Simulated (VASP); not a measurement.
# InAg2F5 (P6/mmm) in VASP: a series of runs, part 2 of 3

VASP 6.6.1. The steps go on from the part before.

### Step 3. Single point, PBE

This run uses another cell than the first one, of 14.65 Å³/atom, 0.995 times its volume.

Input file INCAR:

```
ALGO     = Normal         # electronic algorithm
EDIFF    = 1E-7           # SCF threshold, eV
ENCUT    = 520            # plane-wave cutoff, eV
GGA      = PE             # functional
ISIF     = 2              # what is computed and relaxed
ISMEAR   = 0              # smearing method
LASPH    = T              # aspherical terms in the spheres
LCHARG   = F              # write CHGCAR
LREAL    = F              # projectors in reciprocal space
LWAVE    = F              # write WAVECAR
NBANDS   = 45             # bands
NELM     = 80             # most SCF steps
PREC     = Accurate       # precision mode
SIGMA    = 0.1            # smearing width, eV
```

Input file KPOINTS:

```
k-points
0
Gamma
  6 6 2
```

Input file POSCAR:

```
InAg2F5
1.0
    4.5739483665     -0.0000000029      0.0000000000
   -2.2869741807      3.9611554825      0.0000000000
    0.0000000000      0.0000000000      6.4675462467
In Ag F
1 2 5
Direct
    0.0000000000      0.0000000000      0.5000000000
    0.3333333333      0.6666666667      0.0000000000
    0.6666666667      0.3333333333      0.0000000000
    0.3333333333      0.6666666667      0.6841078909
    0.6666666667      0.3333333333      0.6841078909
    0.6666666667      0.3333333333      0.3158921091
    0.3333333333      0.6666666667      0.3158921091
    0.0000000000      0.0000000000      0.0000000000
```

Potentials or basis: VASP PAW PBE potentials, release 64 (In_d, Ag, F).

On the command line:

```bash
$ cat potpaw_PBE.64/In_d/POTCAR potpaw_PBE.64/Ag/POTCAR potpaw_PBE.64/F/POTCAR > POTCAR
$ mpirun -np 1 vasp_std > vasp.out
```

OUTCAR:

```text
EDIFF = 1E-7
   ENCUT = 520
   GGA = PE
   ISIF = 2
   ISMEAR = 0
   LASPH = T
   LREAL = F
   NELM = 80
   PREC = Accurate

 ion  position               nearest neighbor table
   1  0.000  0.000  0.500-   4 2.90   5 2.90   6 2.90   7 2.90   5 2.90   6 2.90   4 2.90   7 2.90
                             5 2.90   6 2.90   4 2.90   7 2.90
   2  0.333  0.667  0.000-   4 2.04   7 2.04   8 2.64   3 2.64   3 2.64   8 2.64   8 2.64   3 2.64

   3  0.667  0.333  0.000-   5 2.04   6 2.04   8 2.64   2 2.64   2 2.64   8 2.64   8 2.64   2 2.64

   4  0.333  0.667  0.684-   2 2.04   1 2.90   1 2.90   1 2.90
   5  0.667  0.333  0.684-   3 2.04   1 2.90   1 2.90   1 2.90
   6  0.667  0.333  0.316-   3 2.04   1 2.90   1 2.90   1 2.90
   7  0.333  0.667  0.316-   2 2.04   1 2.90   1 2.90   1 2.90
   8  0.000  0.000  0.000-   2 2.64   3 2.64   3 2.64   2 2.64   3 2.64   2 2.64

  LATTYP: Found a hexagonal cell.
 ALAT       =     4.5739483665
 C/A-ratio  =     1.4139963394

  Lattice vectors:

 A1 = (   4.5739483665,  -0.0000000029,   0.0000000000)
 A2 = (  -2.2869741807,   3.9611554825,   0.0000000000)
 A3 = (   0.0000000000,   0.0000000000,   6.4675462467)

Analysis of symmetry for initial positions (statically):
=====================================================================
 Subroutine PRICEL returns:
 Original cell was already a primitive cell.

 Routine SETGRP: Setting up the symmetry group for a
 hexagonal supercell.

 Subroutine GETGRP returns: Found 24 space group operations
 (whereof 24 operations were pure point group operations)
 out of a pool of 24 trial point group operations.

The static configuration has the point symmetry D_6h.

Analysis of symmetry for dynamics (positions and initial velocities):
=====================================================================
 Subroutine PRICEL returns:
 Original cell was already a primitive cell.

 Routine SETGRP: Setting up the symmetry group for a
 hexagonal supercell.

 Subroutine GETGRP returns: Found 24 space group operations
 (whereof 24 operations were pure point group operations)
 out of a pool of 24 trial point group operations.

The dynamic configuration has the point symmetry D_6h.

 Subroutine INISYM returns: Found 24 space group operations
 (whereof 24 operations are pure point group operations),
 and found     1 'primitive' translations

----------------------------------------------------------------------------------------

                                     Primitive cell

  volume of cell :     117.1798

  direct lattice vectors                    reciprocal lattice vectors
     4.573948366 -0.000000003  0.000000000     0.218629490  0.126225795  0.000000000
    -2.286974181  3.961155483  0.000000000     0.000000000  0.252451590  0.000000000
     0.000000000  0.000000000  6.467546247     0.000000000  0.000000000  0.154618144

  length of vectors
     4.573948366  4.573948367  6.467546247     0.252451590  0.252451590  0.154618144

  position of ions in fractional coordinates (direct lattice)
     0.000000000  0.000000000  0.500000000
     0.333333333  0.666666667  0.000000000
     0.666666667  0.333333333  0.000000000
[... 53 lines left out ...]
  0.166667  0.000000  0.500000      6.000000
  0.333333 -0.000000  0.500000      6.000000
  0.500000 -0.000000  0.500000      3.000000
  0.166667  0.166667  0.500000      6.000000
  0.333333  0.166667  0.500000     12.000000
  0.333333  0.333333  0.500000      2.000000
   k-points           NKPTS =     14   k-points in BZ     NKDIM =     14   number of bands    NBANDS=     45
   number of dos      NEDOS =    301   number of ions     NIONS =      8
   total plane-waves  NPLWV =  62208
   dimension x,y,z NGX =    36 NGY =   36 NGZ =   48
   dimension x,y,z NGXF=    72 NGYF=   72 NGZF=   96
   ions per type =               1   2   5
   NGX,Y,Z   is equivalent  to a cutoff of  13.08, 13.08, 12.34 a.u.
   NGXF,Y,Z  is equivalent  to a cutoff of  26.17, 26.17, 24.68 a.u.
 SYSTEM =  unknown system
   PREC   = accura    normal or accurate (medium, high low for compatibility)
   ISTART =      0    job   : 0-new  1-cont  2-samecut
   ICHARG =      2    charge: 1-file 2-atom 10-const
   ISPIN  =      1    spin polarized calculation?
   LNONCOLLINEAR =      F non collinear calculations
   LSORBIT =      F    spin-orbit coupling
   LASPH  =      T    aspherical Exc in radial PAW
   ENCUT  =  520.0 eV  38.22 Ry    6.18 a.u.   8.50  8.50 12.03*2*pi/ulx,y,z
   NELM   =     80;   NELMIN=  2; NELMDL= -5     # of ELM steps
   EDIFF  = 0.1E-06   stopping-criterion for ELM
   LREAL  =      F    real-space projection
   EDIFFG = 0.1E-05   stopping-criterion for IOM
   NSW    =      0    number of steps for IOM
   IBRION =     -1    ionic relax: 0-MD 1-quasi-New 2-CG
   NFREE  =      0    steps in history (QN), initial steepest desc. (CG)
   ISIF   =      2    stress and relaxation
   ISYM   =      2    0-nonsym 1-usesym 2-fastsym
   POTIM  = 0.5000    time-step for ionic-motion
   TEBEG  =    0.0;   TEEND  =   0.0 temperature during run
   PSTRESS=    0.0 pullay stress
   NELECT =      70.0000    total number of electrons
   NUPDOWN=      -1.0000    fix difference up-down
   EMIN   =  10.00;   EMAX   =-10.00  energy-range for DOS
   EFERMI =   0.00;   METHOD = LEGACY
   ISMEAR =     0;   SIGMA  =   0.10  broadening in eV -4-tet -1-fermi 0-gaus
   EFERMI_NEDOS =   21; number of points for ismear=-14 and -15
   IALGO  =     38    algorithm
   IMIX   =      4    mixing-type and parameters
     AMIX     =   0.40;   BMIX     =  1.00
     AMIX_MAG =   1.60;   BMIX_MAG =  1.00
  volume/ion in A,a.u.               =      14.65        98.85
  Fermi-wavevector in a.u.,A,eV,Ry     =   1.378764  2.605486 25.864543  1.900990
  Thomas-Fermi vector in A             =   2.503796
   LORBIT       =      0    0 simple, 1 ext, 2 COOP (PROOUT), +10 PAW based schemes
   GGA     = PE    functional components
   LHFCALC =     F    Hartree Fock is set to
   AEXX    =    0.0000 exact exchange contribution
   IVDW    =     0    specifies the selected vdW correction
   LEPSILON=     F    determine dielectric tensor
   LRPA    =     F    only Hartree local field effects (RPA)
 non-spin polarized calculation
 Gauss-broadening in eV      SIGMA  =   0.10
  energy-cutoff  :      520.00
  volume of cell :      117.18
 maximum number of plane-waves:      3172
 NGX is ok and might be reduce to    36
   NGX = 17   NGY = 17   NGZ = 25

 number of electron      70.0000015 magnetization

 Free energy of the ion-electron system (eV)
  ---------------------------------------------------
  ext. energy  EPLUGINS =         0.00000000
  ---------------------------------------------------
  free energy    TOTEN  =       -26.11608161 eV

  energy without entropy =      -26.09415028  energy(sigma->0) =      -26.10511595

 E-fermi :   2.5037     XC(G=0): -10.2235

 val. band max:        2.4355343888   @ k =   0.3333   0.3333   0.0000
 cond. band min:       2.5144995767   @ k =   0.3333   0.1667   0.0000
 fundamental gap:      0.0789651879
 Fermi energy:         2.5037473249

 k-point     1 :       0.0000    0.0000    0.0000
  band No.  band energies     occupation
      1     -19.4355      2.00000
      2     -18.9689      2.00000
      3     -18.8566      2.00000
      4     -18.7096      2.00000
      5     -18.4675      2.00000
      6     -11.0622      2.00000
[... 661 lines left out ...]
     44      14.0783      0.00000
     45      14.8145      0.00000

------------------------ aborting loop because EDIFF is reached ----------------------------------------

  FORCE on cell =-STRESS in cart. coord.  units (eV):
  Direction    XX          YY          ZZ          XY          YZ          ZX
  --------------------------------------------------------------------------------------
  -------------------------------------------------------------------------------------
  Total       -0.2982529     -0.2982529      0.0107741     -0.0000000     -0.0000000      0.0000000
  in kB       -4.0779567     -4.0779567      0.1473118     -0.0000000     -0.0000000      0.0000000
  external PRESSURE =      -2.6695339 kB  Pullay stress =       0.0000000 kB

 VOLUME and BASIS-vectors are now :
 -----------------------------------------------------------------------------
  energy-cutoff  :      520.00
  volume of cell :      117.18
      direct lattice vectors                 reciprocal lattice vectors
     4.573948366 -0.000000003  0.000000000     0.218629490  0.126225795  0.000000000
    -2.286974181  3.961155483  0.000000000     0.000000000  0.252451590  0.000000000
     0.000000000  0.000000000  6.467546247     0.000000000  0.000000000  0.154618144

 POSITION                                       TOTAL-FORCE (eV/Angst)
 -----------------------------------------------------------------------------------
      0.00000      0.00000      3.23377        -0.000000      0.000000      0.000000
      0.00000      2.64077      0.00000        -0.000000      0.000000      0.000000
      2.28697      1.32039      0.00000        -0.000000      0.000000      0.000000
      0.00000      2.64077      4.42450         0.000000     -0.000000     -0.037721
      2.28697      1.32039      4.42450        -0.000000      0.000000     -0.037721
      2.28697      1.32039      2.04305         0.000000      0.000000      0.037721
      0.00000      2.64077      2.04305         0.000000     -0.000000      0.037721
      0.00000      0.00000      0.00000        -0.000000      0.000000      0.000000
 -----------------------------------------------------------------------------------
    total drift:                               -0.000000      0.000000      0.000000

  FREE ENERGIE OF THE ION-ELECTRON SYSTEM (eV)
  ---------------------------------------------------
  free  energy   TOTEN  =       -26.1160816127 eV

  energy  without entropy=      -26.0941502819  energy(sigma->0) =      -26.10511595
```

It took 45 s on 1 thread of Intel Xeon 6975P-C (Granite Rapids), shared host; peak memory 0.26 GiB.

What came out:

- Free energy: -26.1161 eV
- Pressure: -0.3 GPa
- Largest force: 0.038 eV/Å
- Band gap on the k mesh: zero (band 35 reaches 2.66 eV, above the bottom of band 36 at 2.27 eV)

Forces in eV/Å, atoms in the order of the input:
```
In   0.000  0.000  0.000
Ag   0.000  0.000  0.000
Ag   0.000  0.000  0.000
F    0.000  0.000 -0.038
F    0.000  0.000 -0.038
F    0.000  0.000  0.038
F    0.000  0.000  0.038
F    0.000  0.000  0.000
```

Caveat: the k points lie up to 0.49 Å⁻¹ apart; spin-orbit coupling is left out, which moves the levels of the heavy elements.

### Step 4. Single point, PBE

This run uses another cell than the first one, of 16.62 Å³/atom, 1.129 times its volume.

Input file INCAR:

```
SYSTEM = InAg2F5
PREC     = Accurate       ! precision mode
ENCUT    = 520            ! plane-wave cutoff, eV
EDIFF    = 1E-6           ! SCF threshold, eV
ISMEAR   = 0              ! smearing method
SIGMA    = 0.1            ! smearing width, eV
LREAL    = .FALSE.        ! projectors in reciprocal space
LASPH    = .TRUE.         ! aspherical terms in the spheres
NELM     = 60             ! most SCF steps
ALGO     = Normal         ! electronic algorithm
ISIF     = 2              ! what is computed and relaxed
LWAVE    = .FALSE.        ! write WAVECAR
LCHARG   = .FALSE.        ! write CHGCAR
GGA      = PE             ! functional
NBANDS   = 45             ! bands
```

Input file KPOINTS:

```
Automatic mesh
0
G
  6 6 2
  0 0 0
```

Input file POSCAR:

```
InAg2F5
1.0
    4.4848208300      0.0000000000      0.0000000000
   -2.2424104100      3.8839687700      0.0000000000
    0.0000000000      0.0000000000      7.6326047700
In Ag F
1 2 5
Direct
    0.0000000000      0.0000000000      0.5000000000
    0.3333333300      0.6666666700      0.0000000000
    0.6666666700      0.3333333300      0.0000000000
    0.3333333300      0.6666666700      0.7729695900
    0.6666666700      0.3333333300      0.7729695900
    0.6666666700      0.3333333300      0.2270304100
    0.3333333300      0.6666666700      0.2270304100
    0.0000000000      0.0000000000      0.0000000000
```

On the command line:

```bash
$ cat potpaw_PBE.64/In_d/POTCAR potpaw_PBE.64/Ag/POTCAR potpaw_PBE.64/F/POTCAR > POTCAR
$ mpirun -np 1 vasp_std > vasp.out
```

Wall time 44 s (1 thread of Intel Xeon 6975P-C (Granite Rapids), shared host); peak memory 0.29 GiB.

The run converged. Its results:

```yaml
Free_energy: -22.2786 eV
Pressure: 22.2 GPa
Largest_force: 6.992 eV/Å
Band_gap_on_the_k_mesh: zero (band 35 reaches 2.07 eV, above the bottom of band 36 at 1.66 eV)
```

Forces in eV/Å, atoms in the order of the input:
```
In   0.000  0.000  0.000
Ag   0.000  0.000  0.000
Ag   0.000  0.000  0.000
F    0.000  0.000 -6.992
F    0.000  0.000 -6.992
F    0.000  0.000  6.992
F    0.000  0.000  6.992
F    0.000  0.000  0.000
```

Stress tensor (GPa, compression positive):
```
 6.99  0.00  0.00
 0.00  6.99  0.00
 0.00  0.00 52.49
```

Levels at points of the mesh, in eV from the Fermi level:
```csv
k point,band 33,band 34,band 35,band 36,band 37,band 38
"(0.00, 0.00, 0.00)",-1.48,-0.68,-0.68,1.31,4.23,5.87
"(0.50, 0.00, 0.00)",-0.83,-0.54,-0.17,-0.11,2.83,5.05
"(0.00, 0.00, 0.50)",-1.49,-0.71,-0.71,1.34,3.55,6.01
"(0.50, 0.00, 0.50)",-0.82,-0.54,-0.24,0.02,2.97,4.82
```

Caveat: the k points lie up to 0.41 Å⁻¹ apart; spin-orbit coupling is left out, which moves the levels of the heavy elements; forces of over 1 eV/Å act on the atoms, so gaps and moduli don't describe the material at rest.

(Part 2 of 3 ends here.)
